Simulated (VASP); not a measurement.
# SnSe (I4/mmm) in VASP: notebook, part 2 of 2

VASP 6.6.1.

**4. Single point, LDA (strain +0.025 along x and y, -0.025 along z)**

Contents of INCAR:

```
SYSTEM = SnSe
  PREC = Accurate
  ENCUT = 520
  EDIFF = 1E-6
  ISMEAR = 0
  SIGMA = 0.05
  LREAL = .FALSE.
  LASPH = .TRUE.
  NELM = 80
  ALGO = Normal
  ISIF = 2
  LWAVE = .FALSE.
  LCHARG = .FALSE.
  GGA = CA
  NBANDS = 17
```

Contents of KPOINTS:

```
regular mesh
0
G
  8 8 8
  0 0 0
```

Contents of POSCAR:

```
SnSe
1.0
    0.0000000000      3.0852500000      2.9347500000
    3.0852500000      0.0000000000      2.9347500000
    3.0852500000      3.0852500000      0.0000000000
Sn Se
1 1
Direct
    0.0000000000      0.0000000000      0.0000000000
    0.5000000000      0.5000000000      0.5000000000
```

Potentials or basis: VASP PAW LDA potentials, release 64 (Sn_d, Se).

The run is started by

```sh
$ cat potpaw_LDA.64/Sn_d/POTCAR potpaw_LDA.64/Se/POTCAR > POTCAR
$ mpirun -np 1 vasp_std > vasp.out
```

OUTCAR:

```text
SYSTEM = SnSe
   PREC = Accurate
   ENCUT = 520
   EDIFF = 1E-6
   ISMEAR = 0
   LREAL = .FALSE.
   LASPH = .TRUE.
   NELM = 80
   ISIF = 2
   GGA = CA

 ion  position               nearest neighbor table
   1  0.000  0.000  0.000-   2 2.93   2 2.93   2 3.09   2 3.09   2 3.09   2 3.09
   2  0.500  0.500  0.500-   1 2.93   1 2.93   1 3.09   1 3.09   1 3.09   1 3.09

  LATTYP: Found a body centered tetragonal cell.
 ALAT       =     4.3632023933
 C/A-ratio  =     1.3452275349

  Lattice vectors:

 A1 = (   0.0000000000,  -3.0852500000,  -2.9347500000)
 A2 = (   0.0000000000,   3.0852500000,  -2.9347500000)
 A3 = (   3.0852500000,   0.0000000000,   2.9347500000)

Analysis of symmetry for initial positions (statically):
=====================================================================
 Subroutine PRICEL returns:
 Original cell was already a primitive cell.

 Routine SETGRP: Setting up the symmetry group for a
 body centered tetragonal supercell.

 Subroutine GETGRP returns: Found 16 space group operations
 (whereof 16 operations were pure point group operations)
 out of a pool of 16 trial point group operations.

The static configuration has the point symmetry D_4h.

Analysis of symmetry for dynamics (positions and initial velocities):
=====================================================================
 Subroutine PRICEL returns:
 Original cell was already a primitive cell.

 Routine SETGRP: Setting up the symmetry group for a
 body centered tetragonal supercell.

 Subroutine GETGRP returns: Found 16 space group operations
 (whereof 16 operations were pure point group operations)
 out of a pool of 16 trial point group operations.

The dynamic configuration has the point symmetry D_4h.

 Subroutine INISYM returns: Found 16 space group operations
 (whereof 16 operations are pure point group operations),
 and found     1 'primitive' translations

----------------------------------------------------------------------------------------

                                     Primitive cell
[... 111 lines left out ...]
     AMIX_MAG =   1.60;   BMIX_MAG =  1.00
  volume/ion in A,a.u.               =      27.94       188.52
  Fermi-wavevector in a.u.,A,eV,Ry     =   1.162405  2.196627 18.384000  1.351186
  Thomas-Fermi vector in A             =   2.298967
   LORBIT       =      0    0 simple, 1 ext, 2 COOP (PROOUT), +10 PAW based schemes
   GGA     = CA    functional components
   LHFCALC =     F    Hartree Fock is set to
   AEXX    =    0.0000 exact exchange contribution
   IVDW    =     0    specifies the selected vdW correction
   LEPSILON=     F    determine dielectric tensor
   LRPA    =     F    only Hartree local field effects (RPA)
 non-spin polarized calculation
 Gauss-broadening in eV      SIGMA  =   0.05
  energy-cutoff  :      520.00
  volume of cell :       55.87
 maximum number of plane-waves:      1538
   NGX = 15   NGY = 15   NGZ = 17

 number of electron      19.9999993 magnetization

 Free energy of the ion-electron system (eV)
  ---------------------------------------------------
  ext. energy  EPLUGINS =         0.00000000
  ---------------------------------------------------
  free energy    TOTEN  =        -9.41322040 eV

  energy without entropy =       -9.41322040  energy(sigma->0) =       -9.41322040

 E-fermi :   5.3074     XC(G=0):  -9.7731

 val. band max:        5.0588931689   @ k =   0.5000   0.0000   0.0000
 cond. band min:       5.6517466345   @ k =   0.5000   0.0000   0.0000
 fundamental gap:      0.5928534656
 Fermi energy:         5.3074239714

 k-point     1 :       0.0000    0.0000    0.0000
  band No.  band energies     occupation
      1     -16.3552      2.00000
      2     -16.3530      2.00000
      3     -16.3382      2.00000
      4     -16.3382      2.00000
      5     -16.3353      2.00000
      6      -8.5654      2.00000
[... 457 lines left out ...]
      4     -16.3347      2.00000
      5     -16.3283      2.00000
      6      -7.8950      2.00000
[... 9 lines left out ...]
     16      14.3105      0.00000
     17      16.0197      0.00000

 [... further k-points ...]

------------------------ aborting loop because EDIFF is reached ----------------------------------------

  FORCE on cell =-STRESS in cart. coord.  units (eV):
  Direction    XX          YY          ZZ          XY          YZ          ZX
  --------------------------------------------------------------------------------------
  -------------------------------------------------------------------------------------
  Total       -2.0125045     -2.0125045     -0.1373004      0.0000000      0.0000000      0.0000000
  in kB      -57.7119311    -57.7119311     -3.9373173      0.0000000      0.0000000      0.0000000
  external PRESSURE =     -39.7870598 kB  Pullay stress =       0.0000000 kB

 VOLUME and BASIS-vectors are now :
 -----------------------------------------------------------------------------
  energy-cutoff  :      520.00
  volume of cell :       55.87
      direct lattice vectors                 reciprocal lattice vectors
     0.000000000  3.085250000  2.934750000    -0.162061421  0.162061421  0.170372263
     3.085250000  0.000000000  2.934750000     0.162061421 -0.162061421  0.170372263
     3.085250000  3.085250000  0.000000000     0.162061421  0.162061421 -0.170372263

 POSITION                                       TOTAL-FORCE (eV/Angst)
 -----------------------------------------------------------------------------------
      0.00000      0.00000      0.00000        -0.000000      0.000000      0.000000
      3.08525      3.08525      2.93475         0.000000     -0.000000      0.000000
 -----------------------------------------------------------------------------------
    total drift:                                0.000000     -0.000000     -0.000000

  FREE ENERGIE OF THE ION-ELECTRON SYSTEM (eV)
  ---------------------------------------------------
  free  energy   TOTEN  =        -9.4132203985 eV

  energy  without entropy=       -9.4132203985  energy(sigma->0) =       -9.41322040
```

OSZICAR:

```text
N       E                     dE             d eps       ncg     rms          rms(c)
DAV:   1     0.131031084954E+03    0.13103E+03   -0.97419E+03  2031   0.145E+03
DAV:   2     0.325178590596E+01   -0.12778E+03   -0.12406E+03  2150   0.344E+02
DAV:   3    -0.926738838197E+01   -0.12519E+02   -0.12422E+02  2448   0.939E+01
DAV:   4    -0.961208522258E+01   -0.34470E+00   -0.34439E+00  2368   0.164E+01
DAV:   5    -0.962224887778E+01   -0.10164E-01   -0.10163E-01  2872   0.278E+00    0.308E+00
DAV:   6    -0.942122597193E+01    0.20102E+00   -0.51617E-01  2921   0.412E+00    0.182E+00
DAV:   7    -0.941498919161E+01    0.62368E-02   -0.68174E-02  2355   0.118E+00    0.905E-01
DAV:   8    -0.941342859348E+01    0.15606E-02   -0.72068E-03  2408   0.700E-01    0.916E-02
DAV:   9    -0.941321061620E+01    0.21798E-03   -0.14111E-03  2822   0.258E-01    0.427E-02
DAV:  10    -0.941321980051E+01   -0.91843E-05   -0.10444E-04  2401   0.596E-02    0.859E-03
DAV:  11    -0.941322039851E+01   -0.59801E-06   -0.49978E-06  2684   0.156E-02
   1 F= -.94132204E+01 E0= -.94132204E+01  d E =-.410262E-14
```

stdout:

```text
POSCAR found type information on POSCAR SnSe
 POSCAR found :  2 types and       2 ions
 scaLAPACK will be used
 LDA part: xc-table for (Slater(with rela. corr.)+CA(PZ))
 , standard interpolation
 POSCAR, INCAR and KPOINTS ok, starting setup
 FFT: planning ... GRIDC
 FFT: planning ... GRID_SOFT
 FFT: planning ... GRID
 WAVECAR not read
 entering main loop
```

Wall time 76 s (1 thread of AMD EPYC 7R13, shared host); peak memory 0.16 GiB.

What came out:

```yaml
Free_energy: -9.4132 eV
Pressure: -4.0 GPa
Band_gap_on_the_k_mesh: 0.59 eV
```

Levels at points of the mesh, in eV from the valence-band top:
| k point | band 6 | band 7 | band 8 | band 9 | band 10 | band 11 | band 12 | band 13 | band 14 | band 15 |
| --- | --- | --- | --- | --- | --- | --- | --- | --- | --- | --- |
| (0.00, 0.00, 0.00) | -13.62 | -5.14 | -2.34 | -1.84 | -1.84 | 3.85 | 3.85 | 5.05 | 5.88 | 5.88 |
| (0.50, 0.00, 0.00) | -12.74 | -7.91 | -1.79 | -1.72 | 0.00 | 0.59 | 1.17 | 1.46 | 8.18 | 9.88 |
| (0.50, 0.50, 0.00) | -12.37 | -6.11 | -5.29 | -3.49 | -3.49 | 3.05 | 5.06 | 5.06 | 6.28 | 10.54 |
| (0.50, 0.00, 0.50) | -12.54 | -5.93 | -5.18 | -3.66 | -3.10 | 3.23 | 4.72 | 5.61 | 5.93 | 10.24 |

Caveat: the cell differs from its parent crystal (strain +0.025 along x and y, -0.025 along z); the cell stands under tension; spin-orbit coupling is left out, which moves the levels of the heavy elements. A k mesh can miss the band edges.

**5. Summary**

```tsv
cell	gap on the mesh (eV)	pressure (GPa)
a = 4.313, b = 4.313, c = 4.150 Å, angles 61.2, 61.2, 57.5°, 2 atoms	0.52	-2.5
a = 4.207, b = 4.207, c = 4.363 Å, angles 58.8, 58.8, 62.5°, 2 atoms	0.62	-2.4
a = 4.258, b = 4.258, c = 4.363 Å, angles 59.2, 59.2, 61.6°, 2 atoms	0.59	-4.0
```

Alike in all rows: task single point; level LDA; potentials or basis VASP PAW LDA potentials, release 64 (Sn_d, Se); no spin polarisation; k mesh 8 × 8 × 8; cutoff (eV) 520; smearing gaussian 0.05 eV.

Caveats: spin-orbit coupling is left out, which moves the levels of the heavy elements; the cell stands under tension (at least some runs).

Absolute energies hang on the potentials; compare differences alone.
